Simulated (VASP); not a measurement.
# Sb (P6_3/mmc) in VASP: a series of runs

The runs below take Sb through vibrations by perturbation theory, elastic constants, with PBEsol.

Program: VASP 6.6.1. These are calculated values, not measurements. Logs are shortened: lines on timing, memory, paths and dates and some standing lists are left out, and cuts for length are marked.

**1. The cell of the first run**

The structure is hexagonal, space group P6_3/mmc (No. 194). Conventional cell: a = 3.355 Å, b = 3.355 Å, c = 5.470 Å, α = 90.00°, β = 90.00°, γ = 120.00°. Within 4.4 Å of Sb (site symmetry -6m2) lie 12 Sb at 3.35 Å.

This isn't the form of Sb at room conditions, which is rhombohedral.

**2. Vibrations by perturbation theory, PBEsol**

File INCAR:

```
SYSTEM = Sb
PREC = Accurate
ENCUT = 520
EDIFF = 1E-8
ISMEAR = -1
SIGMA = 0.05
LREAL = .FALSE.
LASPH = .TRUE.
NELM = 60
ALGO = Normal
ISIF = 2
LWAVE = .FALSE.
LCHARG = .FALSE.
GGA = PS
IBRION = 8
NSW = 1
```

File KPOINTS:

```
Automatic mesh
0
G
  8 8 4
  0 0 0
```

File POSCAR:

```
Sb
1.0
    3.3545324186      0.0000000000      0.0000000000
   -1.6772662093      2.9051102923      0.0000000000
    0.0000000000      0.0000000000      5.4701606500
Sb
2
Direct
    0.6666666667      0.3333333333      0.7500000000
    0.3333333333      0.6666666667      0.2500000000
```

Potentials or basis: VASP PAW PBE potentials, release 64 (Sb).

On the command line:

```
$ cat potpaw_PBE.64/Sb/POTCAR > POTCAR
$ mpirun -np 1 vasp_std > vasp.out
```

OUTCAR:

```text
SYSTEM = Sb
   PREC = Accurate
   ENCUT = 520
   EDIFF = 1E-8
   ISMEAR = -1
   LREAL = .FALSE.
   LASPH = .TRUE.
   NELM = 60
   ISIF = 2
   GGA = PS
   IBRION = 8
   NSW = 1

 ion  position               nearest neighbor table
   1  0.667  0.333  0.750-   2 3.35   2 3.35   2 3.35   2 3.35   2 3.35   2 3.35
   2  0.333  0.667  0.250-   1 3.35   1 3.35   1 3.35   1 3.35   1 3.35   1 3.35

  LATTYP: Found a hexagonal cell.
 ALAT       =     3.3545324186
 C/A-ratio  =     1.6306775334

  Lattice vectors:

 A1 = (   3.3545324186,   0.0000000000,   0.0000000000)
 A2 = (  -1.6772662093,   2.9051102923,   0.0000000000)
 A3 = (   0.0000000000,   0.0000000000,   5.4701606500)

Analysis of symmetry for initial positions (statically):
=====================================================================
 Subroutine PRICEL returns:
 Original cell was already a primitive cell.

 Routine SETGRP: Setting up the symmetry group for a
 hexagonal supercell.

 Subroutine GETGRP returns: Found 24 space group operations
 (whereof 12 operations were pure point group operations)
 out of a pool of 24 trial point group operations.

The static configuration has the point symmetry D_3d.
 The point group associated with its full space group is D_6h.

Analysis of symmetry for dynamics (positions and initial velocities):
=====================================================================
 Subroutine PRICEL returns:
 Original cell was already a primitive cell.

 Routine SETGRP: Setting up the symmetry group for a
 hexagonal supercell.

 Subroutine GETGRP returns: Found 24 space group operations
 (whereof 12 operations were pure point group operations)
 out of a pool of 24 trial point group operations.

The dynamic configuration has the point symmetry D_3d.
 The point group associated with its full space group is D_6h.

 Subroutine INISYM returns: Found 24 space group operations
 (whereof 12 operations are pure point group operations),
 and found     1 'primitive' translations

----------------------------------------------------------------------------------------

                                     Primitive cell

  volume of cell :      53.3083

  direct lattice vectors                    reciprocal lattice vectors
     3.354532419  0.000000000  0.000000000     0.298104139  0.172110505  0.000000000
    -1.677266209  2.905110292  0.000000000     0.000000000  0.344221010  0.000000000
     0.000000000  0.000000000  5.470160650     0.000000000  0.000000000  0.182809987

  length of vectors
     3.354532419  3.354532419  5.470160650     0.344221010  0.344221010  0.182809987

  position of ions in fractional coordinates (direct lattice)
     0.666666667  0.333333333  0.750000000
     0.333333333  0.666666667  0.250000000

  ion indices of the primitive-cell ions
   primitive index   ion index
                 1           1
                 2           2

----------------------------------------------------------------------------------------

 KPOINTS: Automatic mesh

Automatic generation of k-mesh.
 Grid dimensions read from file:
 generate k-points for:    8    8    4

 Generating k-lattice:

  Cartesian coordinates                     Fractional coordinates (reciprocal lattice)
     0.037263017  0.021513813  0.000000000     0.125000000  0.000000000  0.000000000
     0.000000000  0.043027626  0.000000000     0.000000000  0.125000000  0.000000000
     0.000000000  0.000000000  0.045702497     0.000000000  0.000000000  0.250000000

  Length of vectors
     0.043027626  0.043027626  0.045702497

  Shift w.r.t. Gamma in fractional coordinates (k-lattice)
     0.000000000  0.000000000  0.000000000

 Subroutine IBZKPT returns following result:
 ===========================================

 Found     30 irreducible k-points:

 Following reciprocal coordinates:
            Coordinates               Weight
  0.000000  0.000000  0.000000      1.000000
  0.125000  0.000000  0.000000      6.000000
  0.250000  0.000000  0.000000      6.000000
  0.375000  0.000000  0.000000      6.000000
  0.500000  0.000000  0.000000      3.000000
  0.125000  0.125000  0.000000      6.000000
[... 16 lines left out ...]
  0.250000  0.000000  0.500000      6.000000
  0.375000  0.000000  0.500000      6.000000
 [... further k-points ...]
   k-points           NKPTS =     30   k-points in BZ     NKDIM =     30   number of bands    NBANDS=      9
   number of dos      NEDOS =    301   number of ions     NIONS =      2
   total plane-waves  NPLWV =  32928
   dimension x,y,z NGX =    28 NGY =   28 NGZ =   42
[... 24 lines left out ...]
   PSTRESS=    0.0 pullay stress
   NELECT =      10.0000    total number of electrons
   NUPDOWN=      -1.0000    fix difference up-down
   EMIN   =  10.00;   EMAX   =-10.00  energy-range for DOS
   EFERMI =   0.00;   METHOD = LEGACY
   ISMEAR =    -1;   SIGMA  =   0.05  broadening in eV -4-tet -1-fermi 0-gaus
   EFERMI_NEDOS =   21; number of points for ismear=-14 and -15
   IALGO  =     38    algorithm
   IMIX   =      4    mixing-type and parameters
     AMIX     =   0.40;   BMIX     =  1.00
     AMIX_MAG =   1.60;   BMIX_MAG =  1.00
  volume/ion in A,a.u.               =      26.65       179.87
  Fermi-wavevector in a.u.,A,eV,Ry     =   0.937152  1.770960 11.949364  0.878253
  Thomas-Fermi vector in A             =   2.064234
   LORBIT       =      0    0 simple, 1 ext, 2 COOP (PROOUT), +10 PAW based schemes
   GGA     = PS    functional components
   LHFCALC =     F    Hartree Fock is set to
   AEXX    =    0.0000 exact exchange contribution
   IVDW    =     0    specifies the selected vdW correction
   LEPSILON=     F    determine dielectric tensor
   LRPA    =     F    only Hartree local field effects (RPA)
 non-spin polarized calculation
  energy-cutoff  :      520.00
  volume of cell :       53.31
 maximum number of plane-waves:      1454
 NGX is ok and might be reduce to    28
   NGX = 13   NGY = 13   NGZ = 21

--------------------------------------- Ionic step        1  -------------------------------------------

 number of electron      10.0000000 magnetization

 Free energy of the ion-electron system (eV)
  ---------------------------------------------------
  ext. energy  EPLUGINS =         0.00000000
  ---------------------------------------------------
  free energy    TOTEN  =        -8.65043831 eV

  energy without entropy =       -8.63695255  energy(sigma->0) =       -8.64369543

 E-fermi :   8.4441     XC(G=0): -10.3761

 val. band max:        8.4237534494   @ k =   0.2500   0.2500   0.2500
 cond. band min:       8.5274619912   @ k =   0.2500   0.1250   0.2500
 fundamental gap:      0.1037085418
 Fermi energy:         8.4441261202

 k-point     1 :       0.0000    0.0000    0.0000
  band No.  band energies     occupation
      1      -4.5065      2.00000
      2      -0.6813      2.00000
      3       2.6277      2.00000
      4      12.1160      0.00000
      5      12.1160      0.00000
      6      13.7540      0.00000
      7      13.7540      0.00000
      8      14.0154      0.00000
      9      16.2503      0.00000
[... 265 lines left out ...]
 k-point    24 :       0.3750    0.0000    0.5000
  band No.  band energies     occupation
      1      -0.9548      2.00000
      2      -0.9548      2.00000
      3       4.5816      2.00000
      4       4.5816      2.00000
      5       9.8374      0.00000
      6       9.8374      0.00000
      7      10.4074      0.00000
      8      10.4074      0.00000
      9      14.1926      0.00000

 [... further k-points ...]

------------------------ aborting loop because EDIFF is reached ----------------------------------------

  FORCE on cell =-STRESS in cart. coord.  units (eV):
  Direction    XX          YY          ZZ          XY          YZ          ZX
  --------------------------------------------------------------------------------------
  -------------------------------------------------------------------------------------
  Total       -0.6318656     -0.6318656      0.0781263      0.0000000     -0.0000000      0.0000000
  in kB      -18.9906837    -18.9906837      2.3480800      0.0000000     -0.0000000      0.0000000
  external PRESSURE =     -11.8777625 kB  Pullay stress =       0.0000000 kB

 VOLUME and BASIS-vectors are now :
 -----------------------------------------------------------------------------
  energy-cutoff  :      520.00
  volume of cell :       53.31
      direct lattice vectors                 reciprocal lattice vectors
     3.354532419  0.000000000  0.000000000     0.298104139  0.172110505  0.000000000
    -1.677266209  2.905110292  0.000000000     0.000000000  0.344221010  0.000000000
     0.000000000  0.000000000  5.470160650     0.000000000  0.000000000  0.182809987

 POSITION                                       TOTAL-FORCE (eV/Angst)
 -----------------------------------------------------------------------------------
      1.67727      0.96837      4.10262         0.000000      0.000000      0.000000
     -0.00000      1.93674      1.36754         0.000000     -0.000000      0.000000
 -----------------------------------------------------------------------------------
    total drift:                                0.000000     -0.000000      0.000000

  FREE ENERGIE OF THE ION-ELECTRON SYSTEM (eV)
  ---------------------------------------------------
  free  energy   TOTEN  =        -8.6504383101 eV

  energy  without entropy=       -8.6369525506  energy(sigma->0) =       -8.64369543

[... ionic steps 2 to 3 ...]

--------------------------------------- Ionic step        4  -------------------------------------------

------------------------ aborting loop because EDIFF is reached ----------------------------------------

[... ionic steps 5 to 5 ...]

--------------------------------------- Ionic step        6  -------------------------------------------

 Free energy of the ion-electron system (eV)
  ---------------------------------------------------
  ---------------------------------------------------
  free energy    TOTEN  =        -0.03606271 eV

  energy without entropy =       -0.03606271

------------------------ aborting loop because EDIFF is reached ----------------------------------------

 INTERNAL STRAIN TENSOR  FOR ION    1  DIRECTION 3   (eV/Angst):
 -----------------------------------------------------------------------------
    -0.01628  0.00000  0.00000
     0.00000 -0.01628  0.00000
     0.00000 -0.00000  0.02977

 INTERNAL STRAIN TENSOR FOR ION    2 for displacements in x,y,z  (eV/Angst):
          X           Y           Z          XY          YZ          ZX
  --------------------------------------------------------------------------------
  x     0.00000     0.00000     0.00000    -0.46358     0.00000     0.00000
  y    -0.46358     0.46358     0.00000     0.00000     0.00000     0.00000
  z    -0.00000     0.00000    -0.00000     0.00000    -0.00000     0.00000

 SECOND DERIVATIVES (NOT SYMMETRIZED)
 ------------------------------------
               1X          1Y          1Z          2X          2Y          2Z
  1X     0.149291    0.000000    0.000000   -0.149291    0.000000    0.000000
  1Y     0.000000    0.149291    0.000000    0.000000   -0.149291    0.000000
  1Z     0.000000    0.000000   -1.234636    0.000000    0.000000    1.234636
  2X    -0.149291    0.000000    0.000000    0.149291    0.000000    0.000000
  2Y     0.000000   -0.149291    0.000000    0.000000    0.149291    0.000000
  2Z     0.000000    0.000000    1.234636    0.000000    0.000000   -1.234636

 Eigenvectors and eigenvalues of the dynamical matrix
 ----------------------------------------------------

   1 f  =    2.226388 THz    13.988806 2PiTHz   74.264295 cm-1     9.207595 meV
             X         Y         Z           dx          dy          dz
      1.677266  0.968370  4.102620     0.000000    0.000000   -0.707107
     -0.000000  1.936740  1.367540     0.000000    0.000000    0.707107
[... 11 lines left out ...]
   4 f  =    0.000000 THz     0.000000 2PiTHz    0.000000 cm-1     0.000000 meV
             X         Y         Z           dx          dy          dz
      1.677266  0.968370  4.102620     0.000000    0.000000    0.707107
     -0.000000  1.936740  1.367540     0.000000    0.000000    0.707107

   5 f/i=    0.774191 THz     4.864388 2PiTHz   25.824244 cm-1     3.201797 meV
             X         Y         Z           dx          dy          dz
      1.677266  0.968370  4.102620     0.000000    0.707107    0.000000
     -0.000000  1.936740  1.367540     0.000000   -0.707107    0.000000

   6 f/i=    0.774191 THz     4.864388 2PiTHz   25.824244 cm-1     3.201797 meV
             X         Y         Z           dx          dy          dz
      1.677266  0.968370  4.102620    -0.707107    0.000000    0.000000
     -0.000000  1.936740  1.367540     0.707107    0.000000    0.000000

--------------------------------------------------------------------------------------------------------

 ELASTIC MODULI CONTR FROM IONIC RELAXATION (kBar)
 Direction    XX          YY          ZZ          XY          YZ          ZX
 --------------------------------------------------------------------------------
 XX          -0.0000      0.0000      0.0000     -0.0000      0.0000      0.0000
 YY           0.0000     -0.0000     -0.0000      0.0000     -0.0000      0.0000
 ZZ           0.0000     -0.0000     -0.0000      0.0000     -0.0000      0.0000
 XY          -0.0000      0.0000      0.0000     -0.0000      0.0000      0.0000
 YZ           0.0000     -0.0000     -0.0000      0.0000     -0.0000      0.0000
 ZX           0.0000      0.0000      0.0000      0.0000      0.0000      0.0000
 --------------------------------------------------------------------------------
```

Run time: 2.6 min. Hardware: 1 thread of Intel Xeon 8259CL, shared host; peak memory 0.26 GiB.

What came out:

* Highest phonon frequency at Γ: 74 cm⁻¹
* Most unstable mode: 26i cm⁻¹

Phonon frequencies in cm⁻¹ (negative: imaginary):
```tsv
q point	frequencies
(0.000, 0.000, 0.000)	-26 -26 0 0 0 74
```

Caveat: the cell stands under pressure or tension, which shifts response properties; some modes are imaginary; the PAW data sets were made with another functional, which shifts forces and pressure a little; spin-orbit coupling is left out, which moves the levels of the heavy elements.

**3. Elastic constants, PBEsol**

File INCAR:

```
ALGO = Normal
EDIFF = 1E-8
ENCUT = 600
GGA = PS
IBRION = 6
ISIF = 3
ISMEAR = -1
LASPH = True
LCHARG = True
LREAL = False
LWAVE = False
NBANDS = 12
NELM = 80
NFREE = 2
NSW = 1
POTIM = 0.015
PREC = Accurate
SIGMA = 0.05
```

File KPOINTS:

```
k-points
0
Gamma
  8 8 4
```

POSCAR is that of step 2.

Potentials or basis: VASP PAW PBE potentials, release 64 (Sb).

On the command line:

```
$ cat potpaw_PBE.64/Sb/POTCAR > POTCAR
$ mpirun -np 1 vasp_std > vasp.out
```

Wall time 12 min (1 thread of Intel Xeon 8259CL, shared host); peak memory 0.29 GiB.

The run converged. Its results:

| Property | Result |
| --- | --- |
| Voigt bulk modulus | 66 GPa |
| Highest phonon frequency at Γ | 68 cm⁻¹ |
| Most unstable mode | 27i cm⁻¹ |

Phonon frequencies in cm⁻¹ (negative: imaginary):
```
              q point       frequencies
(0.000, 0.000, 0.000)  -27 -27 0 0 0 68
```

Elastic tensor in Voigt notation (GPa, in the Cartesian axes of the cell as first typed):
```
 77  67  51   0   0   0
 67  77  51   0   0   0
 51  51 102   0   0   0
  0   0   0   3   0   0
  0   0   0   0   3   0
  0   0   0   0   0   5
```

Clamped-ion elastic tensor (GPa):
```
 77  67  51   0   0   0
 67  77  51   0   0   0
 51  51 102   0   0   0
  0   0   0   3   0   0
  0   0   0   0   3   0
  0   0   0   0   0   5
```

Caveat: the cell is under stress, which shifts elastic constants; some modes are imaginary; the PAW data sets were made with another functional, which shifts forces and pressure a little; spin-orbit coupling is left out, which moves the levels of the heavy elements.
